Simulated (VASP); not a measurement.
Set up this calculation in VASP 6.6.1, as the native input.

```yaml
Task: electric field gradients
Functional: PBE
Potentials_or_basis: VASP PAW PBE potentials, release 64 (Zn)
Cutoff: 520 eV
k_mesh: 18 × 18 × 8
Occupations: fermi-dirac, width 0.03 eV
Spin: no spin polarisation
Dipole_correction: no
Further_INCAR_settings: ALGO = Normal; EDIFF = 1e-08; NBANDS = 19
```

The structure of Zn lies in POSCAR:

```
Zn
1.0
    2.6647980532      0.0199859854      0.0000000000
   -1.3150906555      2.2977898173      0.0000000000
    0.0000000000      0.0000000000      4.9467000000
Zn
2
Direct
    0.3333333333      0.6666666667      0.2500000000
    0.6666666667      0.3333333333      0.7500000000
```

This cell differs from its parent crystal: xy shear strain of +1.5 %.

The input as run:

INCAR

```
PREC = Accurate
ENCUT = 520
EDIFF = 1E-8
ISMEAR = -1
SIGMA = 0.03
LREAL = False
LASPH = True
NELM = 80
ALGO = Normal
ISIF = 2
LWAVE = False
LCHARG = False
GGA = PE
LEFG = True
NBANDS = 19
```

KPOINTS

```
regular mesh
0
Gamma
  18 18 8
```

Potentials or basis: VASP PAW PBE potentials, release 64 (Zn).

Run with:

```sh
$ cat potpaw_PBE.64/Zn/POTCAR > POTCAR
$ mpirun -np 1 vasp_std > vasp.out
```

It gave:

- Pressure: 0.0 GPa
- Largest force: 0.006 eV/Å
- Band gap on the k mesh: zero (bands 12 and 13 overlap by 4.71 eV)
- Largest electric field gradient by atom: Zn +35.4 V/Å²

Caveat: the cell differs from its parent crystal (xy shear strain of +1.5 %); without QUAD_EFG the Cq values of the log hold for a quadrupole moment of 1 mb, not for the nuclei.

Wall time 4 min on 1 thread of AMD EPYC 7R13 Processor (Zen 3), on a shared host, peak memory 0.43 GiB.
